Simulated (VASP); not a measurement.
# AgBr (I4/mmm) in VASP: a series of runs, part 2 of 3

VASP 6.6.1. Earlier steps stand in the parts before.

**3. Electric field gradients, PBEsol (zz strain of +2 %)**

Contents of INCAR:

```
SYSTEM = AgBr
ALGO = Normal ; EDIFF = 1E-8
ENCUT = 400 ; GGA = PS
GGA_COMPAT = .FALSE. ; ISIF = 2
ISMEAR = -1 ; LASPH = .TRUE.
LCHARG = .FALSE. ; LEFG = .TRUE.
LREAL = .FALSE. ; LWAVE = .FALSE.
NBANDS = 16 ; NELM = 120
PREC = Accurate ; SIGMA = 0.02
```

Contents of KPOINTS:

```
k-points
0
G
  7 7 7
  0 0 0
```

Contents of POSCAR:

```
AgBr
1.0
    0.0000000000      2.8860500000      2.9437710000
    2.8860500000      0.0000000000      2.9437710000
    2.8860500000      2.8860500000      0.0000000000
Ag Br
1 1
Direct
    0.5000000000      0.5000000000      0.5000000000
    0.0000000000      0.0000000000      0.0000000000
```

Potentials or basis: VASP PAW PBE potentials, release 64 (Ag, Br).

On the command line:

```console
> cat potpaw_PBE.64/Ag/POTCAR potpaw_PBE.64/Br/POTCAR > POTCAR
> mpirun -np 1 vasp_std > vasp.out
```

OUTCAR:

```text
SYSTEM = AgBr
   EDIFF = 1E-8
   ENCUT = 400
   GGA = PS
   ISIF = 2
   ISMEAR = -1
   LASPH = .TRUE.
   LREAL = .FALSE.
   NELM = 120
   PREC = Accurate

 ion  position               nearest neighbor table
   1  0.500  0.500  0.500-   2 2.89   2 2.89   2 2.89   2 2.89   2 2.94   2 2.94
   2  0.000  0.000  0.000-   1 2.89   1 2.89   1 2.89   1 2.89   1 2.94   1 2.94

  LATTYP: Found a body centered tetragonal cell.
 ALAT       =     4.0814910517
 C/A-ratio  =     1.4424978336

  Lattice vectors:

 A1 = (  -2.8860500000,   0.0000000000,   2.9437710000)
 A2 = (   2.8860500000,   0.0000000000,   2.9437710000)
 A3 = (   0.0000000000,   2.8860500000,  -2.9437710000)

Analysis of symmetry for initial positions (statically):
=====================================================================
 Subroutine PRICEL returns:
 Original cell was already a primitive cell.

 Routine SETGRP: Setting up the symmetry group for a
 body centered tetragonal supercell.

 Subroutine GETGRP returns: Found 16 space group operations
 (whereof 16 operations were pure point group operations)
 out of a pool of 16 trial point group operations.

The static configuration has the point symmetry D_4h.

Analysis of symmetry for dynamics (positions and initial velocities):
=====================================================================
 Subroutine PRICEL returns:
 Original cell was already a primitive cell.

 Routine SETGRP: Setting up the symmetry group for a
 body centered tetragonal supercell.

 Subroutine GETGRP returns: Found 16 space group operations
 (whereof 16 operations were pure point group operations)
 out of a pool of 16 trial point group operations.

The dynamic configuration has the point symmetry D_4h.

 Subroutine INISYM returns: Found 16 space group operations
 (whereof 16 operations are pure point group operations),
 and found     1 'primitive' translations

----------------------------------------------------------------------------------------

                                     Primitive cell

  volume of cell :      49.0390

  direct lattice vectors                    reciprocal lattice vectors
     0.000000000  2.886050000  2.943771000    -0.173247172  0.173247172  0.169850168
     2.886050000  0.000000000  2.943771000     0.173247172 -0.173247172  0.169850168
     2.886050000  2.886050000  0.000000000     0.173247172  0.173247172 -0.169850168

  length of vectors
     4.122508011  4.122508011  4.081491052     0.298124546  0.298124546  0.298124546

  position of ions in fractional coordinates (direct lattice)
     0.500000000  0.500000000  0.500000000
     0.000000000  0.000000000  0.000000000

  ion indices of the primitive-cell ions
   primitive index   ion index
                 1           1
                 2           2

----------------------------------------------------------------------------------------

 KPOINTS: k-points

Automatic generation of k-mesh.
 Grid dimensions read from file:
 generate k-points for:    7    7    7
[... 71 lines left out ...]
   ISYM   =      2    0-nonsym 1-usesym 2-fastsym
   POTIM  = 0.5000    time-step for ionic-motion
   TEBEG  =    0.0;   TEEND  =   0.0 temperature during run
   PSTRESS=    0.0 pullay stress
   NELECT =      18.0000    total number of electrons
   NUPDOWN=      -1.0000    fix difference up-down
   EMIN   =  10.00;   EMAX   =-10.00  energy-range for DOS
   EFERMI =   0.00;   METHOD = LEGACY
   ISMEAR =    -1;   SIGMA  =   0.02  broadening in eV -4-tet -1-fermi 0-gaus
   EFERMI_NEDOS =   21; number of points for ismear=-14 and -15
   IALGO  =     38    algorithm
   IMIX   =      4    mixing-type and parameters
     AMIX     =   0.40;   BMIX     =  1.00
     AMIX_MAG =   1.60;   BMIX_MAG =  1.00
  volume/ion in A,a.u.               =      24.52       165.47
  Fermi-wavevector in a.u.,A,eV,Ry     =   1.172155  2.215052 18.693693  1.373948
  Thomas-Fermi vector in A             =   2.308588
   LORBIT       =      0    0 simple, 1 ext, 2 COOP (PROOUT), +10 PAW based schemes
   GGA     = PS    functional components
   LHFCALC =     F    Hartree Fock is set to
   AEXX    =    0.0000 exact exchange contribution
   IVDW    =     0    specifies the selected vdW correction
   LEPSILON=     F    determine dielectric tensor
   LRPA    =     F    only Hartree local field effects (RPA)
 non-spin polarized calculation
  energy-cutoff  :      400.00
  volume of cell :       49.04
 maximum number of plane-waves:       909
   NGX = 13   NGY = 13   NGZ = 13

 number of electron      17.9999993 magnetization

 Free energy of the ion-electron system (eV)
  ---------------------------------------------------
  ext. energy  EPLUGINS =         0.00000000
  ---------------------------------------------------
  free energy    TOTEN  =        -5.66186124 eV

  energy without entropy =       -5.66186121  energy(sigma->0) =       -5.66186123

 E-fermi :   3.3400     XC(G=0):  -9.9030

 val. band max:        3.0488055637   @ k =   0.4286   0.0000   0.0000
 cond. band min:       3.5777097256   @ k =   0.0000   0.0000   0.0000
 fundamental gap:      0.5289041619
 Fermi energy:         3.3399790119

 k-point     1 :       0.0000    0.0000    0.0000
  band No.  band energies     occupation
      1     -11.8222      2.00000
      2       0.3615      2.00000
      3       0.3828      2.00000
      4       0.3945      2.00000
      5       0.4049      2.00000
      6       0.4049      2.00000
[... 433 lines left out ...]
      3      -0.8239      2.00000
      4      -0.6699      2.00000
      5       0.6088      2.00000
      6       0.6922      2.00000
[... 8 lines left out ...]
     15      15.8367      0.00000
     16      17.2215      0.00000

 [... further k-points ...]

------------------------ aborting loop because EDIFF is reached ----------------------------------------

  FORCE on cell =-STRESS in cart. coord.  units (eV):
  Direction    XX          YY          ZZ          XY          YZ          ZX
  --------------------------------------------------------------------------------------
  -------------------------------------------------------------------------------------
  Total       -0.9621154     -0.9621154     -1.0523157      0.0000000      0.0000000     -0.0000000
  in kB      -31.4337370    -31.4337370    -34.3807170      0.0000000      0.0000000     -0.0000000
  external PRESSURE =     -32.4160637 kB  Pullay stress =       0.0000000 kB

 VOLUME and BASIS-vectors are now :
 -----------------------------------------------------------------------------
  energy-cutoff  :      400.00
  volume of cell :       49.04
      direct lattice vectors                 reciprocal lattice vectors
     0.000000000  2.886050000  2.943771000    -0.173247172  0.173247172  0.169850168
     2.886050000  0.000000000  2.943771000     0.173247172 -0.173247172  0.169850168
     2.886050000  2.886050000  0.000000000     0.173247172  0.173247172 -0.169850168

 POSITION                                       TOTAL-FORCE (eV/Angst)
 -----------------------------------------------------------------------------------
      2.88605      2.88605      2.94377         0.000000     -0.000000      0.000000
      0.00000      0.00000      0.00000        -0.000000      0.000000      0.000000
 -----------------------------------------------------------------------------------
    total drift:                                0.000000      0.000000      0.000000

  FREE ENERGIE OF THE ION-ELECTRON SYSTEM (eV)
  ---------------------------------------------------
  free  energy   TOTEN  =        -5.6618612375 eV

  energy  without entropy=       -5.6618612145  energy(sigma->0) =       -5.66186123

 Electric field gradients (V/A^2)
---------------------------------------------------------------------
 ion       V_xx      V_yy      V_zz      V_xy      V_xz      V_yz
---------------------------------------------------------------------
   1      -5.181    -5.181    10.363    -0.001    -0.001    -0.001
   2       9.906     9.906   -19.811     0.001     0.001     0.001
---------------------------------------------------------------------

 Electric field gradients after diagonalization (V/A^2)
 (convention: |V_zz| > |V_xx| > |V_yy|)
----------------------------------------------------------------------
 ion       V_xx      V_yy      V_zz     asymmetry (V_yy - V_xx)/ V_zz
----------------------------------------------------------------------
   1      -5.183    -5.180    10.363       0.000
   2       9.906     9.905   -19.811       0.000
----------------------------------------------------------------------

           NMR quadrupolar parameters

 Cq : quadrupolar parameter    Cq=e*Q*V_zz/h
 eta: asymmetry parameters     (V_yy - V_xx)/ V_zz
 Q  : nuclear electric quadrupole moment in mb (millibarn)
----------------------------------------------------------------------
 ion       Cq(MHz)       eta       Q (mb)
----------------------------------------------------------------------
   1       0.025       0.000       1.000
   2      -0.048       0.000       1.000
----------------------------------------------------------------------
```

stdout:

```text
POSCAR found type information on POSCAR AgBr
 POSCAR found :  2 types and       2 ions
 scaLAPACK will be used
 -----------------------------------------------------------------------------
|                                                                             |
|                                                                             |
|     You enforced a specific xc type in the INCAR file but a different       |
|     I HOPE YOU KNOW WHAT YOU ARE DOING!                                     |
|                                                                             |
 -----------------------------------------------------------------------------

 LDA part: xc-table for (Slater+PW92), standard interpolation
 POSCAR, INCAR and KPOINTS ok, starting setup
 FFT: planning ... GRIDC
 FFT: planning ... GRID_SOFT
 FFT: planning ... GRID
 WAVECAR not read
 entering main loop
ion   1

ion   2
```

It took 44 s on 1 thread of Intel Xeon 8259CL, shared host; peak memory 0.17 GiB.

What came out:

```
Free energy                             : -5.6619 eV
Pressure                                : -3.2 GPa
Band gap on the k mesh                  : 0.53 eV (least direct gap 2.29 eV)
Largest electric field gradient by atom : Ag +10.4; Br -19.8 V/Å²
```

Electric field gradients, principal values (V/Å²):
```
atom   least  middle  greatest (by size)
1 Ag  -5.180  -5.183              10.363
2 Br   9.905   9.906             -19.811
```

Caveat: the cell differs from its parent crystal (zz strain of +2 %); the cell stands under tension; semilocal functionals underestimate gaps, and a narrow one can read as zero; without QUAD_EFG the Cq values of the log hold for a quadrupole moment of 1 mb, not for the nuclei; the PAW data sets were made with another functional, which shifts forces and pressure a little.

**4. Electric field gradients, PBEsol (zz strain of +2 %)**

Contents of INCAR:

```
ALGO = Normal ; EDIFF = 1E-8
ENCUT = 400 ; GGA = PS
GGA_COMPAT = False ; ISIF = 2
ISMEAR = -1 ; LASPH = True
LCHARG = False ; LEFG = True
LREAL = False ; LWAVE = False
NBANDS = 16 ; NELM = 120
PREC = Accurate ; SIGMA = 0.02
```

Contents of KPOINTS:

```
k-points
0
Gamma
  7 7 7
```

POSCAR is that of step 3.

Potentials or basis: VASP PAW PBE potentials, release 64 (Ag, Br).

On the command line:

```console
> cat potpaw_PBE.64/Ag/POTCAR potpaw_PBE.64/Br/POTCAR > POTCAR
> mpirun -np 1 vasp_std > vasp.out
```

OUTCAR:

```text
EDIFF = 1E-8
   ENCUT = 400
   GGA = PS
   ISIF = 2
   ISMEAR = -1
   LASPH = True
   LREAL = False
   NELM = 120
   PREC = Accurate

 ion  position               nearest neighbor table
   1  0.500  0.500  0.500-   2 2.89   2 2.89   2 2.89   2 2.89   2 2.94   2 2.94
   2  0.000  0.000  0.000-   1 2.89   1 2.89   1 2.89   1 2.89   1 2.94   1 2.94

  LATTYP: Found a body centered tetragonal cell.
 ALAT       =     4.0814910517
 C/A-ratio  =     1.4424978336

  Lattice vectors:

 A1 = (  -2.8860500000,   0.0000000000,   2.9437710000)
 A2 = (   2.8860500000,   0.0000000000,   2.9437710000)
 A3 = (   0.0000000000,   2.8860500000,  -2.9437710000)

Analysis of symmetry for initial positions (statically):
=====================================================================
 Subroutine PRICEL returns:
 Original cell was already a primitive cell.

 Routine SETGRP: Setting up the symmetry group for a
 body centered tetragonal supercell.

 Subroutine GETGRP returns: Found 16 space group operations
 (whereof 16 operations were pure point group operations)
 out of a pool of 16 trial point group operations.

The static configuration has the point symmetry D_4h.

Analysis of symmetry for dynamics (positions and initial velocities):
=====================================================================
 Subroutine PRICEL returns:
 Original cell was already a primitive cell.

 Routine SETGRP: Setting up the symmetry group for a
 body centered tetragonal supercell.

 Subroutine GETGRP returns: Found 16 space group operations
 (whereof 16 operations were pure point group operations)
[... 160 lines left out ...]
      3       0.3828      2.00000
      4       0.3945      2.00000
      5       0.4049      2.00000
      6       0.4049      2.00000
[... 433 lines left out ...]
      3      -0.8239      2.00000
      4      -0.6699      2.00000
      5       0.6088      2.00000
      6       0.6922      2.00000
[... 8 lines left out ...]
     15      15.8367      0.00000
     16      17.2215      0.00000

 [... further k-points ...]

------------------------ aborting loop because EDIFF is reached ----------------------------------------

  FORCE on cell =-STRESS in cart. coord.  units (eV):
  Direction    XX          YY          ZZ          XY          YZ          ZX
  --------------------------------------------------------------------------------------
  -------------------------------------------------------------------------------------
  Total       -0.9621154     -0.9621154     -1.0523157      0.0000000      0.0000000     -0.0000000
  in kB      -31.4337370    -31.4337370    -34.3807170      0.0000000      0.0000000     -0.0000000
  external PRESSURE =     -32.4160637 kB  Pullay stress =       0.0000000 kB

 VOLUME and BASIS-vectors are now :
 -----------------------------------------------------------------------------
  energy-cutoff  :      400.00
  volume of cell :       49.04
      direct lattice vectors                 reciprocal lattice vectors
     0.000000000  2.886050000  2.943771000    -0.173247172  0.173247172  0.169850168
     2.886050000  0.000000000  2.943771000     0.173247172 -0.173247172  0.169850168
     2.886050000  2.886050000  0.000000000     0.173247172  0.173247172 -0.169850168

 POSITION                                       TOTAL-FORCE (eV/Angst)
 -----------------------------------------------------------------------------------
      2.88605      2.88605      2.94377         0.000000     -0.000000      0.000000
      0.00000      0.00000      0.00000        -0.000000      0.000000      0.000000
 -----------------------------------------------------------------------------------
    total drift:                                0.000000      0.000000      0.000000

  FREE ENERGIE OF THE ION-ELECTRON SYSTEM (eV)
  ---------------------------------------------------
  free  energy   TOTEN  =        -5.6618612375 eV

  energy  without entropy=       -5.6618612145  energy(sigma->0) =       -5.66186123

 Electric field gradients (V/A^2)
---------------------------------------------------------------------
 ion       V_xx      V_yy      V_zz      V_xy      V_xz      V_yz
---------------------------------------------------------------------
   1      -5.181    -5.181    10.363    -0.001    -0.001    -0.001
   2       9.906     9.906   -19.811     0.001     0.001     0.001
---------------------------------------------------------------------

 Electric field gradients after diagonalization (V/A^2)
 (convention: |V_zz| > |V_xx| > |V_yy|)
----------------------------------------------------------------------
 ion       V_xx      V_yy      V_zz     asymmetry (V_yy - V_xx)/ V_zz
----------------------------------------------------------------------
   1      -5.183    -5.180    10.363       0.000
   2       9.906     9.905   -19.811       0.000
----------------------------------------------------------------------

           NMR quadrupolar parameters

 Cq : quadrupolar parameter    Cq=e*Q*V_zz/h
 eta: asymmetry parameters     (V_yy - V_xx)/ V_zz
 Q  : nuclear electric quadrupole moment in mb (millibarn)
----------------------------------------------------------------------
 ion       Cq(MHz)       eta       Q (mb)
----------------------------------------------------------------------
   1       0.025       0.000       1.000
   2      -0.048       0.000       1.000
----------------------------------------------------------------------
```

stdout:

```text
POSCAR found type information on POSCAR AgBr
 POSCAR found :  2 types and       2 ions
 scaLAPACK will be used
 -----------------------------------------------------------------------------
|                                                                             |
|                                                                             |
|     You enforced a specific xc type in the INCAR file but a different       |
|     I HOPE YOU KNOW WHAT YOU ARE DOING!                                     |
|                                                                             |
 -----------------------------------------------------------------------------

 LDA part: xc-table for (Slater+PW92), standard interpolation
 POSCAR, INCAR and KPOINTS ok, starting setup
 FFT: planning ... GRIDC
 FFT: planning ... GRID_SOFT
 FFT: planning ... GRID
 WAVECAR not read
 entering main loop
ion   1

ion   2
```

Wall time 45 s (1 thread of Intel Xeon 8259CL, shared host); peak memory 0.16 GiB.

Results:

| Property | Result |
| --- | --- |
| Free energy | -5.6619 eV |
| Pressure | -3.2 GPa |
| Band gap on the k mesh | 0.53 eV (least direct gap 2.29 eV) |
| Largest electric field gradient by atom | Ag +10.4; Br -19.8 V/Å² |

Levels at points of the mesh, in eV from the valence-band top:
| k point | band 6 | band 7 | band 8 | band 9 | band 10 | band 11 | band 12 | band 13 |
| --- | --- | --- | --- | --- | --- | --- | --- | --- |
| (0.00, 0.00, 0.00) | -2.64 | -1.83 | -1.83 | -1.76 | 0.53 | 9.79 | 9.86 | 9.86 |

Electric field gradients, principal values (V/Å²):
```
atom   least  middle  greatest (by size)
1 Ag  -5.180  -5.183              10.363
2 Br   9.905   9.906             -19.811
```

Caveat: the cell differs from its parent crystal (zz strain of +2 %); the cell stands under tension; semilocal functionals underestimate gaps, and a narrow one can read as zero; without QUAD_EFG the Cq values of the log hold for a quadrupole moment of 1 mb, not for the nuclei; the PAW data sets were made with another functional, which shifts forces and pressure a little. A k mesh can miss the band edges.

(Part 2 of 3 ends here.)
